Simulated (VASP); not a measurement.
# MgO (zincblende type) (F-43m) in VASP: a series of runs, part 2 of 3

VASP 6.6.1.

## (3) Electric field gradients, PBE

This run uses another cell than the first one, of 12.26 Å³/atom, 1.020 times its volume.

File INCAR:

```
SYSTEM = MgO
PREC = Accurate
ENCUT = 520
EDIFF = 1E-8
ISMEAR = -1
SIGMA = 0.08
LREAL = .False.
LASPH = .True.
NELM = 80
ALGO = Normal
ISIF = 2
LWAVE = .False.
LCHARG = .False.
GGA = PE
LEFG = .True.
NBANDS = 11
```

File KPOINTS:

```
Automatic mesh
0
Gamma
  13 13 13
  0 0 0
```

File POSCAR:

```
MgO
1.0
    0.0000000000      2.3058942152      2.3058942152
    2.3058942152      0.0000000000      2.3058942152
    2.3058942152      2.3058942152      0.0000000000
Mg O
1 1
Direct
    0.0000000000      0.0000000000      0.0000000000
    0.2500000000      0.2500000000      0.2500000000
```

Potentials or basis: VASP PAW PBE potentials, release 64 (Mg, O).

Started as:

```sh
$ cat potpaw_PBE.64/Mg/POTCAR potpaw_PBE.64/O/POTCAR > POTCAR
$ mpirun -np 1 vasp_std > vasp.out
```

OUTCAR:

```text
SYSTEM = MgO
   PREC = Accurate
   ENCUT = 520
   EDIFF = 1E-8
   ISMEAR = -1
   LREAL = .False.
   LASPH = .True.
   NELM = 80
   ISIF = 2
   GGA = PE

 ion  position               nearest neighbor table
   1  0.000  0.000  0.000-   2 2.00   2 2.00   2 2.00   2 2.00
   2  0.250  0.250  0.250-   1 2.00   1 2.00   1 2.00   1 2.00

  LATTYP: Found a face centered cubic cell.
 ALAT       =     4.6117884304

  Lattice vectors:

 A1 = (   0.0000000000,   2.3058942152,   2.3058942152)
 A2 = (   2.3058942152,   0.0000000000,   2.3058942152)
 A3 = (   2.3058942152,   2.3058942152,   0.0000000000)

Analysis of symmetry for initial positions (statically):
=====================================================================
 Subroutine PRICEL returns:
 Original cell was already a primitive cell.

 Routine SETGRP: Setting up the symmetry group for a
 face centered cubic supercell.

 Subroutine GETGRP returns: Found 24 space group operations
 (whereof 24 operations were pure point group operations)
 out of a pool of 48 trial point group operations.

The static configuration has the point symmetry T_d .

Analysis of symmetry for dynamics (positions and initial velocities):
=====================================================================
 Subroutine PRICEL returns:
 Original cell was already a primitive cell.

 Routine SETGRP: Setting up the symmetry group for a
 face centered cubic supercell.

 Subroutine GETGRP returns: Found 24 space group operations
 (whereof 24 operations were pure point group operations)
 out of a pool of 48 trial point group operations.

The dynamic configuration has the point symmetry T_d .

 Subroutine INISYM returns: Found 24 space group operations
 (whereof 24 operations are pure point group operations),
 and found     1 'primitive' translations

----------------------------------------------------------------------------------------

                                     Primitive cell

  volume of cell :      24.5216

  direct lattice vectors                    reciprocal lattice vectors
     0.000000000  2.305894215  2.305894215    -0.216835619  0.216835619  0.216835619
     2.305894215  0.000000000  2.305894215     0.216835619 -0.216835619  0.216835619
     2.305894215  2.305894215  0.000000000     0.216835619  0.216835619 -0.216835619

  length of vectors
     3.261026873  3.261026873  3.261026873     0.375570309  0.375570309  0.375570309

  position of ions in fractional coordinates (direct lattice)
     0.000000000  0.000000000  0.000000000
     0.250000000  0.250000000  0.250000000

  ion indices of the primitive-cell ions
   primitive index   ion index
                 1           1
                 2           2

----------------------------------------------------------------------------------------

 KPOINTS: Automatic mesh

Automatic generation of k-mesh.
 Grid dimensions read from file:
 generate k-points for:   13   13   13

[... 78 lines left out ...]
   ISMEAR =    -1;   SIGMA  =   0.08  broadening in eV -4-tet -1-fermi 0-gaus
   EFERMI_NEDOS =   21; number of points for ismear=-14 and -15
   IALGO  =     38    algorithm
   IMIX   =      4    mixing-type and parameters
     AMIX     =   0.40;   BMIX     =  1.00
     AMIX_MAG =   1.60;   BMIX_MAG =  1.00
  volume/ion in A,a.u.               =      12.26        82.74
  Fermi-wavevector in a.u.,A,eV,Ry     =   1.126995  2.129712 17.281011  1.270118
  Thomas-Fermi vector in A             =   2.263680
   LORBIT       =      0    0 simple, 1 ext, 2 COOP (PROOUT), +10 PAW based schemes
   GGA     = PE    functional components
   LHFCALC =     F    Hartree Fock is set to
   AEXX    =    0.0000 exact exchange contribution
   IVDW    =     0    specifies the selected vdW correction
   LEPSILON=     F    determine dielectric tensor
   LRPA    =     F    only Hartree local field effects (RPA)
 non-spin polarized calculation
  energy-cutoff  :      520.00
  volume of cell :       24.52
 maximum number of plane-waves:       672
   NGX = 13   NGY = 13   NGZ = 13

 number of electron       8.0000001 magnetization

 Free energy of the ion-electron system (eV)
  ---------------------------------------------------
  ext. energy  EPLUGINS =         0.00000000
  ---------------------------------------------------
  free energy    TOTEN  =       -11.70116923 eV

  energy without entropy =      -11.70116923  energy(sigma->0) =      -11.70116923

 E-fermi :   2.3866     XC(G=0):  -9.5873

 val. band max:        0.6290204397   @ k =   0.0000   0.0000   0.0000
 cond. band min:       4.0959377005   @ k =   0.0000   0.0000   0.0000
 fundamental gap:      3.4669172608
 Fermi energy:         2.3866275264

 k-point     1 :       0.0000    0.0000    0.0000
  band No.  band energies     occupation
      1     -15.1828      2.00000
      2       0.6290      2.00000
      3       0.6290      2.00000
      4       0.6290      2.00000
      5       4.0959      0.00000
      6      17.1021      0.00000
      7      17.1021      0.00000
      8      17.1021      0.00000
      9      20.6543      0.00000
     10      20.6546      0.00000
     11      20.6874      0.00000
[... 309 lines left out ...]
 k-point    24 :       0.4615    0.1538    0.0000
  band No.  band energies     occupation
      1     -14.5507      2.00000
      2      -1.9695      2.00000
      3       0.0785      2.00000
      4       0.3060      2.00000
      5       8.5534      0.00000
      6      11.0089      0.00000
      7      14.2302      0.00000
      8      15.5895      0.00000
      9      19.2128      0.00000
     10      22.3942      0.00000
     11      22.4621      0.00000

 [... further k-points ...]

------------------------ aborting loop because EDIFF is reached ----------------------------------------

  FORCE on cell =-STRESS in cart. coord.  units (eV):
  Direction    XX          YY          ZZ          XY          YZ          ZX
  --------------------------------------------------------------------------------------
  -------------------------------------------------------------------------------------
  Total       -0.0530151     -0.0530151     -0.0530151      0.0000000      0.0000000     -0.0000000
  in kB       -3.4638733     -3.4638733     -3.4638733      0.0000000      0.0000000     -0.0000000
  external PRESSURE =      -3.4638733 kB  Pullay stress =       0.0000000 kB

 VOLUME and BASIS-vectors are now :
 -----------------------------------------------------------------------------
  energy-cutoff  :      520.00
  volume of cell :       24.52
      direct lattice vectors                 reciprocal lattice vectors
     0.000000000  2.305894215  2.305894215    -0.216835619  0.216835619  0.216835619
     2.305894215  0.000000000  2.305894215     0.216835619 -0.216835619  0.216835619
     2.305894215  2.305894215  0.000000000     0.216835619  0.216835619 -0.216835619

 POSITION                                       TOTAL-FORCE (eV/Angst)
 -----------------------------------------------------------------------------------
      0.00000      0.00000      0.00000         0.000000      0.000000      0.000000
      1.15295      1.15295      1.15295        -0.000000     -0.000000     -0.000000
 -----------------------------------------------------------------------------------
    total drift:                               -0.000000     -0.000000     -0.000000

  FREE ENERGIE OF THE ION-ELECTRON SYSTEM (eV)
  ---------------------------------------------------
  free  energy   TOTEN  =       -11.7011692252 eV

  energy  without entropy=      -11.7011692251  energy(sigma->0) =      -11.70116923

 Electric field gradients (V/A^2)
---------------------------------------------------------------------
 ion       V_xx      V_yy      V_zz      V_xy      V_xz      V_yz
---------------------------------------------------------------------
   1      -0.000     0.000     0.000    -0.000    -0.000    -0.000
   2       0.000    -0.000    -0.000     0.004     0.004     0.004
---------------------------------------------------------------------

 Electric field gradients after diagonalization (V/A^2)
 (convention: |V_zz| > |V_xx| > |V_yy|)
----------------------------------------------------------------------
 ion       V_xx      V_yy      V_zz     asymmetry (V_yy - V_xx)/ V_zz
----------------------------------------------------------------------
   1       0.000     0.000    -0.000       0.000
   2      -0.004    -0.004     0.007       0.000
----------------------------------------------------------------------

           NMR quadrupolar parameters

 Cq : quadrupolar parameter    Cq=e*Q*V_zz/h
 eta: asymmetry parameters     (V_yy - V_xx)/ V_zz
 Q  : nuclear electric quadrupole moment in mb (millibarn)
----------------------------------------------------------------------
 ion       Cq(MHz)       eta       Q (mb)
----------------------------------------------------------------------
   1      -0.000       0.000       1.000
   2       0.000       0.000       1.000
----------------------------------------------------------------------
```

OSZICAR:

```text
N       E                     dE             d eps       ncg     rms          rms(c)
DAV:   1     0.167183568324E+02    0.16718E+02   -0.43978E+03  2016   0.626E+02
DAV:   2    -0.129834849527E+02   -0.29702E+02   -0.28807E+02  2143   0.134E+02
DAV:   3    -0.138633272752E+02   -0.87984E+00   -0.87899E+00  2265   0.209E+01
DAV:   4    -0.138661193154E+02   -0.27920E-02   -0.27920E-02  2013   0.138E+00
DAV:   5    -0.138661312489E+02   -0.11934E-04   -0.11934E-04  2226   0.870E-02    0.829E+00
DAV:   6    -0.117393564142E+02    0.21268E+01   -0.13807E+01  2046   0.192E+01    0.284E+00
DAV:   7    -0.117065092213E+02    0.32847E-01   -0.13910E-01  1986   0.277E+00    0.154E+00
DAV:   8    -0.117020616612E+02    0.44476E-02   -0.50237E-02  1962   0.245E+00    0.366E-01
DAV:   9    -0.117011967434E+02    0.86492E-03   -0.98130E-04  2154   0.219E-01    0.223E-01
DAV:  10    -0.117011642609E+02    0.32482E-04   -0.12868E-03  2004   0.267E-01    0.129E-02
DAV:  11    -0.117011684884E+02   -0.42275E-05   -0.23150E-05  2157   0.287E-02    0.977E-03
DAV:  12    -0.117011691890E+02   -0.70059E-06   -0.30772E-06  2028   0.124E-02    0.630E-04
DAV:  13    -0.117011692095E+02   -0.20514E-07   -0.67926E-08  2046   0.169E-03    0.463E-04
DAV:  14    -0.117011692237E+02   -0.14213E-07   -0.56220E-09  2067   0.597E-04    0.385E-05
DAV:  15    -0.117011692252E+02   -0.15089E-08   -0.89145E-11  1023   0.628E-05
   1 F= -.11701169E+02 E0= -.11701169E+02  d E =-.118232E-09
```

stdout:

```text
POSCAR found type information on POSCAR MgO
 POSCAR found :  2 types and       2 ions
 scaLAPACK will be used
 LDA part: xc-table for (Slater+PW92), standard interpolation
 POSCAR, INCAR and KPOINTS ok, starting setup
 FFT: planning ... GRIDC
 FFT: planning ... GRID_SOFT
 FFT: planning ... GRID
 WAVECAR not read
 entering main loop
ion   1

ion   2
```

Wall time 6.8 s (1 thread of Intel Xeon 6975P-C (Granite Rapids), shared host); peak memory 0.15 GiB.

Results:

* Free energy: -11.7012 eV
* Pressure: -0.3 GPa
* Band gap on the k mesh: 3.47 eV, direct

Caveat: without QUAD_EFG the Cq values of the log hold for a quadrupole moment of 1 mb, not for the nuclei. As with any semilocal functional, this PBE gap is likely too small.

(Continued in part 3 of 3.)
